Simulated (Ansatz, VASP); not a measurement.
One calculation of WSe2, two programs

```
W Se
1.0
     3.27021    0.00000    0.00000
    -1.63511    2.83209    0.00000
     0.00000    0.00000   16.66114
W Se
1 2
Direct
  0.96424 0.09770 0.00000
  0.33333 0.66667 0.10040
  0.33333 0.66667 0.89960
```

Alike in both runs: task single point; functional PBEsol; k mesh 9 × 9 × 2; occupations gaussian, width 0.05 eV; no spin polarisation.

|  | VASP | Ansatz |
| --- | --- | --- |
| version | VASP 6.6.1 | Ansatz 0.2.0 |
| potentials or method | VASP PAW PBE potentials, release 64 (W_sv, Se), cutoff 520 eV | scalar-relativistic, plane waves, PAW |
| valence electrons in the cell | 26 | 46 |

|  | VASP | Ansatz | Ansatz less VASP |
| --- | --- | --- | --- |
| gap on the k mesh at the Fermi level (eV) | 0.67 | 0.66 | -0.007 |
| least direct gap on the mesh (eV) | 0.67 | 0.66 | -0.008 |
| rms of the force components (eV/Å) | 2.558 | 2.541 | -0.0177 |

VASP's potentials were made for PBE, not for PBEsol, and Ansatz warns of the same on its side. Atom by atom the forces differ by 0.034 eV/Å (rms over components). With one functional, cell and mesh, what is left measures potentials, basis and numerics. VASP's potentials hold 26 valence electrons a cell and Ansatz's 46, so a difference there can come from the potentials and not from the codes.

Spin-orbit coupling is off throughout.
